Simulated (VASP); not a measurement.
# Al (Fmmm) in VASP: notebook

Runs on Al. Level: PBE. Tasks: single point.

Program: VASP 6.6.1. These are calculated values, not measurements. Logs are shortened: lines on timing, memory, paths and dates and some standing lists are left out, and cuts for length are marked.

## Step 1: The cell of the first run

The structure is orthorhombic, space group Fmmm (No. 69). The conventional cell has a = 3.332 Å, b = 4.398 Å, c = 9.977 Å, α = 90.00°, β = 90.00°, γ = 90.00°. Al (site symmetry mm2) has 11 Al at 2.73 to 3.33 Å within 3.6 Å.

## Step 2: Single point, PBE

Contents of INCAR:

```
PREC = Accurate ; ENCUT = 500
EDIFF = 1E-6 ; ISMEAR = 0
SIGMA = 0.1 ; LREAL = F
LASPH = T ; NELM = 120
ALGO = Normal ; ISIF = 2
LWAVE = F ; LCHARG = F
GGA = PE ; NBANDS = 14
GGA_COMPAT = F
```

Contents of KPOINTS:

```
Automatic mesh
0
Gamma
  6 6 4
```

Contents of POSCAR:

```
Al
1.0
    1.6660632506     -4.9885830565      0.0000000000
    1.6660632506      4.9885830565      0.0000000000
    0.0000000000      0.0000000000      4.3982852278
Al
4
Direct
    0.1366722994      0.8633277006      0.9999984324
    0.6366722994      0.3633277006      0.5000015676
    0.8633277006      0.1366722994      0.0000015676
    0.3633277006      0.6366722994      0.4999984324
```

Potentials or basis: VASP PAW PBE potentials, release 64 (Al).

Started as:

```console
$ cat potpaw_PBE.64/Al/POTCAR > POTCAR
$ mpirun -np 1 vasp_std > vasp.out
```

OUTCAR:

```text
PREC = Accurate
   ENCUT = 500
   EDIFF = 1E-6
   ISMEAR = 0
   LREAL = F
   LASPH = T
   NELM = 120
   ISIF = 2
   GGA = PE

 ion  position               nearest neighbor table
   1  0.137  0.863  1.000-   3 2.73   2 2.76   2 2.76   2 2.76   2 2.76   3 2.81   3 2.81   4 3.15
                             4 3.15
   2  0.637  0.363  0.500-   4 2.73   1 2.76   1 2.76   1 2.76   1 2.76   4 2.81   4 2.81   3 3.15
                             3 3.15
   3  0.863  0.137  0.000-   1 2.73   4 2.76   4 2.76   4 2.76   4 2.76   1 2.81   1 2.81   2 3.15
                             2 3.15
   4  0.363  0.637  0.500-   2 2.73   3 2.76   3 2.76   3 2.76   3 2.76   2 2.81   2 2.81   1 3.15
                             1 3.15

  LATTYP: Found a base centered orthorhombic cell.
 ALAT       =     3.3321265012
 B/A-ratio  =     2.9942338952
 C/A-ratio  =     1.3199634606

  Lattice vectors:

 A1 = (   1.6660632506,  -4.9885830565,   0.0000000000)
 A2 = (   1.6660632506,   4.9885830565,   0.0000000000)
 A3 = (   0.0000000000,   0.0000000000,   4.3982852278)

Analysis of symmetry for initial positions (statically):
=====================================================================
 Subroutine PRICEL returns following result:

  LATTYP: Found a face centered orthorhombic cell.
 ALAT       =     3.3321265013
 B/A-ratio  =     1.3199634606
 C/A-ratio  =     2.9942338951

  Lattice vectors:

 A1 = (   0.0000000000,  -4.9885830565,   2.1991564034)
 A2 = (   1.6660632506,  -4.9885830565,   0.0000275790)
 A3 = (   1.6660632506,   0.0000000000,   2.1991564034)

   2 primitive cells build up your supercell.

 Routine SETGRP: Setting up the symmetry group for a
 base centered orthorhombic supercell.

 Subroutine GETGRP returns: Found  8 space group operations
 (whereof  8 operations were pure point group operations)
 out of a pool of  8 trial point group operations.

The static configuration has the point symmetry D_2h.

Analysis of symmetry for dynamics (positions and initial velocities):
=====================================================================
 Subroutine PRICEL returns following result:

  LATTYP: Found a face centered orthorhombic cell.
 ALAT       =     3.3321265013
 B/A-ratio  =     1.3199634606
 C/A-ratio  =     2.9942338951

  Lattice vectors:

 A1 = (   0.0000000000,  -4.9885830565,   2.1991564034)
 A2 = (   1.6660632506,  -4.9885830565,   0.0000275790)
 A3 = (   1.6660632506,   0.0000000000,   2.1991564034)

   2 primitive cells build up your supercell.

 Routine SETGRP: Setting up the symmetry group for a
 base centered orthorhombic supercell.

 Subroutine GETGRP returns: Found  8 space group operations
 (whereof  8 operations were pure point group operations)
 out of a pool of  8 trial point group operations.

The dynamic configuration has the point symmetry D_2h.

 Subroutine INISYM returns: Found  8 space group operations
 (whereof  8 operations are pure point group operations),
 and found     2 'primitive' translations

----------------------------------------------------------------------------------------

                                     Primitive cell

  volume of cell :      36.5554

  direct lattice vectors                    reciprocal lattice vectors
     0.000000000 -4.988583056  2.199156403    -0.300110536 -0.100228233  0.227361335
     1.666063251 -4.988583056  0.000027579     0.300110536 -0.100229490 -0.227361335
     1.666063251  0.000000000  2.199156403     0.300106772  0.100229490  0.227361335

  length of vectors
     5.451811607  5.259441764  2.758995404     0.389621880  0.389622203  0.389619304

  position of ions in fractional coordinates (direct lattice)
     0.136669875  0.136674724  0.863325276
     0.863323855  0.863331546  0.136668454

  ion indices of the primitive-cell ions
   primitive index   ion index
                 1           1
                 2           3

----------------------------------------------------------------------------------------

 KPOINTS: Automatic mesh

Automatic generation of k-mesh.
 Grid dimensions read from file:
 generate k-points for:    6    6    4

 Generating k-lattice:

  Cartesian coordinates                     Fractional coordinates (reciprocal lattice)
     0.050018109 -0.016704810  0.000000000     0.166666667  0.000000000  0.000000000
     0.050018109  0.016704810  0.000000000     0.000000000  0.166666667  0.000000000
     0.000000000  0.000000000  0.056840334     0.000000000  0.000000000  0.250000000

  Length of vectors
     0.052733878  0.052733878  0.056840334

  Shift w.r.t. Gamma in fractional coordinates (k-lattice)
     0.000000000  0.000000000  0.000000000

 Subroutine IBZKPT returns following result:
 ===========================================

 Found     39 irreducible k-points:

 Following reciprocal coordinates:
            Coordinates               Weight
  0.000000  0.000000  0.000000      1.000000
  0.166667 -0.000000  0.000000      4.000000
  0.333333  0.000000  0.000000      4.000000
  0.500000  0.000000  0.000000      2.000000
  0.166667  0.166667  0.000000      2.000000
  0.333333  0.166667  0.000000      4.000000
[... 16 lines left out ...]
  0.333333  0.333333  0.250000      4.000000
  0.500000  0.333333  0.250000      8.000000
 [... further k-points ...]
   k-points           NKPTS =     39   k-points in BZ     NKDIM =     39   number of bands    NBANDS=     14
   number of dos      NEDOS =    301   number of ions     NIONS =      4
   total plane-waves  NPLWV =  51200
   dimension x,y,z NGX =    40 NGY =   40 NGZ =   32
   dimension x,y,z NGXF=    80 NGYF=   80 NGZF=   64
   ions per type =               4
   NGX,Y,Z   is equivalent  to a cutoff of  12.64, 12.64, 12.10 a.u.
   NGXF,Y,Z  is equivalent  to a cutoff of  25.29, 25.29, 24.19 a.u.
 SYSTEM =  unknown system
   PREC   = accura    normal or accurate (medium, high low for compatibility)
   ISTART =      0    job   : 0-new  1-cont  2-samecut
   ICHARG =      2    charge: 1-file 2-atom 10-const
   ISPIN  =      1    spin polarized calculation?
   LNONCOLLINEAR =      F non collinear calculations
   LSORBIT =      F    spin-orbit coupling
   LASPH  =      T    aspherical Exc in radial PAW
   ENCUT  =  500.0 eV  36.75 Ry    6.06 a.u.   9.59  9.59  8.02*2*pi/ulx,y,z
   NELM   =    120;   NELMIN=  2; NELMDL= -5     # of ELM steps
   EDIFF  = 0.1E-05   stopping-criterion for ELM
   LREAL  =      F    real-space projection
   EDIFFG = 0.1E-04   stopping-criterion for IOM
   NSW    =      0    number of steps for IOM
   IBRION =     -1    ionic relax: 0-MD 1-quasi-New 2-CG
   NFREE  =      0    steps in history (QN), initial steepest desc. (CG)
   ISIF   =      2    stress and relaxation
   ISYM   =      2    0-nonsym 1-usesym 2-fastsym
   POTIM  = 0.5000    time-step for ionic-motion
   TEBEG  =    0.0;   TEEND  =   0.0 temperature during run
   PSTRESS=    0.0 pullay stress
   NELECT =      12.0000    total number of electrons
   NUPDOWN=      -1.0000    fix difference up-down
   EMIN   =  10.00;   EMAX   =-10.00  energy-range for DOS
   EFERMI =   0.00;   METHOD = LEGACY
   ISMEAR =     0;   SIGMA  =   0.10  broadening in eV -4-tet -1-fermi 0-gaus
   EFERMI_NEDOS =   21; number of points for ismear=-14 and -15
   IALGO  =     38    algorithm
   IMIX   =      4    mixing-type and parameters
     AMIX     =   0.40;   BMIX     =  1.00
     AMIX_MAG =   1.60;   BMIX_MAG =  1.00
  volume/ion in A,a.u.               =      18.28       123.34
  Fermi-wavevector in a.u.,A,eV,Ry     =   0.896344  1.693844 10.931356  0.803432
  Thomas-Fermi vector in A             =   2.018790
   LORBIT       =      0    0 simple, 1 ext, 2 COOP (PROOUT), +10 PAW based schemes
   GGA     = PE    functional components
   LHFCALC =     F    Hartree Fock is set to
   AEXX    =    0.0000 exact exchange contribution
   IVDW    =     0    specifies the selected vdW correction
   LEPSILON=     F    determine dielectric tensor
   LRPA    =     F    only Hartree local field effects (RPA)
 non-spin polarized calculation
 Gauss-broadening in eV      SIGMA  =   0.10
  energy-cutoff  :      500.00
  volume of cell :       73.11
 maximum number of plane-waves:      1874
 NGX is ok and might be reduce to    40

 number of electron      12.0000000 magnetization

 Free energy of the ion-electron system (eV)
  ---------------------------------------------------
  ext. energy  EPLUGINS =         0.00000000
  ---------------------------------------------------
  free energy    TOTEN  =       -14.23832629 eV

  energy without entropy =      -14.22943152  energy(sigma->0) =      -14.23387891

 E-fermi :   6.7946     XC(G=0):  -9.7903

 val. band max:        6.7458441683   @ k =   0.3333   0.0000   0.5000
 cond. band min:       6.8327149242   @ k =   0.5000   0.1667   0.2500
 fundamental gap:      0.0868707559
 Fermi energy:         6.7945975823

 k-point     1 :       0.0000    0.0000    0.0000
  band No.  band energies     occupation
      1      -3.6270      2.00000
      2       2.1288      2.00000
      3       2.5736      2.00000
      4       3.4645      2.00000
      5       4.2255      2.00000
      6       8.2493      0.00000
      7       8.7623      0.00000
      8       9.1438      0.00000
      9      10.3091      0.00000
     10      10.3143      0.00000
     11      10.4930      0.00000
     12      12.1176      0.00000
     13      13.0795      0.00000
     14      15.9112      0.00000

 k-point     2 :       0.1667   -0.0000    0.0000
  band No.  band energies     occupation
      1      -3.2206      2.00000
      2       1.7808      2.00000
      3       3.7005      2.00000
      4       3.8408      2.00000
      5       4.6113      2.00000
      6       6.0745      2.00000
      7       7.2973      0.00000
      8       8.2696      0.00000
      9       9.6024      0.00000
     10      11.0688      0.00000
     11      11.7488      0.00000
     12      12.7261      0.00000
     13      13.5956      0.00000
     14      14.1928      0.00000

 k-point     3 :       0.3333    0.0000    0.0000
  band No.  band energies     occupation
      1      -2.0091      2.00000
      2       2.0404      2.00000
      3       2.7100      2.00000
      4       4.8459      2.00000
      5       4.9692      2.00000
      6       5.7376      2.00000
      7       5.8284      2.00000
      8       8.6789      0.00000
      9       9.4529      0.00000
     10       9.7523      0.00000
     11      10.5315      0.00000
     12      11.5850      0.00000
     13      12.3075      0.00000
     14      12.5949      0.00000

 k-point     4 :       0.5000    0.0000    0.0000
  band No.  band energies     occupation
      1      -0.0164      2.00000
      2      -0.0164      2.00000
      3       3.0766      2.00000
      4       3.0766      2.00000
      5       6.8455      0.47166
      6       6.8455      0.47166
      7       7.4251      0.00000
      8       7.4251      0.00000
      9       8.9981      0.00000
     10       8.9981      0.00000
     11       9.7577      0.00000
     12       9.7577      0.00000
     13      10.9770      0.00000
     14      10.9770      0.00000

 k-point     5 :       0.1667    0.1667    0.0000
  band No.  band energies     occupation
      1      -2.1581      2.00000
      2       3.0912      2.00000
      3       3.5780      2.00000
      4       3.9181      2.00000
      5       4.1816      2.00000
      6       4.8336      2.00000
      7       5.6910      2.00000
      8       9.5508      0.00000
      9       9.7827      0.00000
     10      10.6532      0.00000
     11      10.8493      0.00000
[... 276 lines left out ...]
 k-point    22 :      -0.1667    0.1667    0.2500
  band No.  band energies     occupation
      1      -3.0007      2.00000
      2       0.7483      2.00000
      3       1.0771      2.00000
      4       4.7007      2.00000
      5       4.8371      2.00000
      6       8.0310      0.00000
      7       8.1367      0.00000
      8       9.2749      0.00000
      9      11.3291      0.00000
     10      11.4840      0.00000
     11      11.9722      0.00000
     12      12.6601      0.00000
     13      14.0478      0.00000
     14      14.4593      0.00000

 k-point    23 :       0.3333    0.3333    0.2500
  band No.  band energies     occupation
      1      -0.7344      2.00000
      2       0.4480      2.00000
      3       2.6022      2.00000
      4       2.9491      2.00000
      5       4.0993      2.00000
      6       6.2115      2.00000
      7       8.2250      0.00000
      8       8.4887      0.00000
      9      10.1986      0.00000
     10      10.8415      0.00000
     11      10.9043      0.00000
     12      11.5311      0.00000
     13      11.6445      0.00000
     14      12.6574      0.00000

 k-point    24 :       0.5000    0.3333    0.2500
  band No.  band energies     occupation
      1      -1.9597      2.00000
      2      -0.4155      2.00000
      3       1.7588      2.00000
      4       3.2543      2.00000
      5       5.7919      2.00000
      6       8.5196      0.00000
      7       8.9535      0.00000
      8       9.5086      0.00000
      9       9.7152      0.00000
     10      10.9605      0.00000
     11      11.4770      0.00000
     12      12.5828      0.00000
     13      13.0131      0.00000
     14      14.0681      0.00000

 [... further k-points ...]
[... 5 lines left out ...]
  --------------------------------------------------------------------------------------
  -------------------------------------------------------------------------------------
  Total       -0.0167677      0.0273102      0.0570546     -0.0000000      0.0000000      0.0000000
  in kB       -0.3674521      0.5984860      1.2503142     -0.0000000      0.0000000      0.0000000
  external PRESSURE =       0.4937827 kB  Pullay stress =       0.0000000 kB

 VOLUME and BASIS-vectors are now :
 -----------------------------------------------------------------------------
  energy-cutoff  :      500.00
  volume of cell :       73.11
      direct lattice vectors                 reciprocal lattice vectors
     1.666063251 -4.988583056  0.000000000     0.300108654 -0.100228861  0.000000000
     1.666063251  4.988583056  0.000000000     0.300108654  0.100228861  0.000000000
     0.000000000  0.000000000  4.398285228     0.000000000  0.000000000  0.227361335

 POSITION                                       TOTAL-FORCE (eV/Angst)
 -----------------------------------------------------------------------------------
      1.66606      3.62498      4.39828         0.000000     -0.008236      0.000000
      1.66606     -1.36360      2.19915         0.000000     -0.008236      0.000000
      1.66606     -3.62498      0.00001         0.000000      0.008236      0.000000
      1.66606      1.36360      2.19914         0.000000      0.008236      0.000000
 -----------------------------------------------------------------------------------
    total drift:                                0.000000     -0.000000      0.000000

  FREE ENERGIE OF THE ION-ELECTRON SYSTEM (eV)
  ---------------------------------------------------
  free  energy   TOTEN  =       -14.2383262945 eV

  energy  without entropy=      -14.2294315243  energy(sigma->0) =      -14.23387891
```

It took 27 s on 1 thread of Intel Xeon Platinum 8488C (Sapphire Rapids), shared host; peak memory 0.2 GiB.

Results:

- Free energy: -14.2383 eV
- Pressure: 0.0 GPa
- Largest force: 0.008 eV/Å
- Band gap on the k mesh: zero (band 6 reaches 10.07 eV, above the bottom of band 7 at 5.44 eV)

Forces on the atoms (eV/Å):
```
Al   0.000 -0.008  0.000
Al   0.000 -0.008  0.000
Al   0.000  0.008  0.000
Al   0.000  0.008  0.000
```

Stress tensor (GPa, compression positive):
```
-0.04  0.00  0.00
 0.00  0.06  0.00
 0.00  0.00  0.13
```

## Step 3: Single point, PBE

This run uses another cell than the first one: it holds 2 atoms, not 4.

Contents of INCAR:

```
SYSTEM = Al
  ALGO = Normal
  EDIFF = 1E-6
  ENCUT = 500
  GGA = PE
  GGA_COMPAT = .False.
  ISIF = 2
  ISMEAR = 0
  LASPH = .True.
  LCHARG = .False.
  LREAL = .False.
  LWAVE = .False.
  NBANDS = 10
  NELM = 120
  PREC = Accurate
  SIGMA = 0.1
```

Contents of KPOINTS:

```
k-points
0
Gamma
  22 22 22
  0 0 0
```

Contents of POSCAR:

```
Al
1.0
    0.0000000000      2.4597063534      5.1916633315
    1.4021112860      0.0000000000      5.1916633315
    1.4021112860      2.4597063534      0.0000000000
Al
2
Direct
    0.8678386749      0.8678386749      0.1321613251
    0.1321613251      0.1321613251      0.8678386749
```

Potentials or basis: VASP PAW PBE potentials, release 64 (Al).

Started as:

```console
$ cat potpaw_PBE.64/Al/POTCAR > POTCAR
$ mpirun -np 1 vasp_std > vasp.out
```

Run time: 8.1 min. Hardware: 1 thread of Intel Xeon Platinum 8488C (Sapphire Rapids), shared host; peak memory 0.51 GiB.

The run converged. Its results:

| Item | Value |
| --- | --- |
| Free energy | -7.2374 eV |
| Pressure | 0.0 GPa |
| Band gap on the k mesh | zero (band 3 reaches 9.50 eV, above the bottom of band 4 at 4.26 eV) |

Levels at points of the mesh, in eV from the Fermi level:
| k point | band 1 | band 2 | band 3 | band 4 | band 5 | band 6 |
| --- | --- | --- | --- | --- | --- | --- |
| (0.00, 0.00, 0.00) | -10.53 | -5.51 | -4.63 | 9.12 | 10.16 | 12.15 |
| (0.50, 0.00, 0.00) | -4.19 | -4.08 | -1.86 | -0.86 | 3.24 | 4.18 |
| (0.50, 0.50, 0.00) | -9.53 | -8.73 | 1.21 | 1.53 | 11.85 | 12.30 |
| (0.50, 0.00, 0.50) | -4.67 | -4.42 | -0.29 | 0.21 | 1.08 | 2.22 |
| (0.00, 0.50, 0.50) | -3.70 | -3.49 | -2.86 | -2.77 | 5.90 | 6.59 |
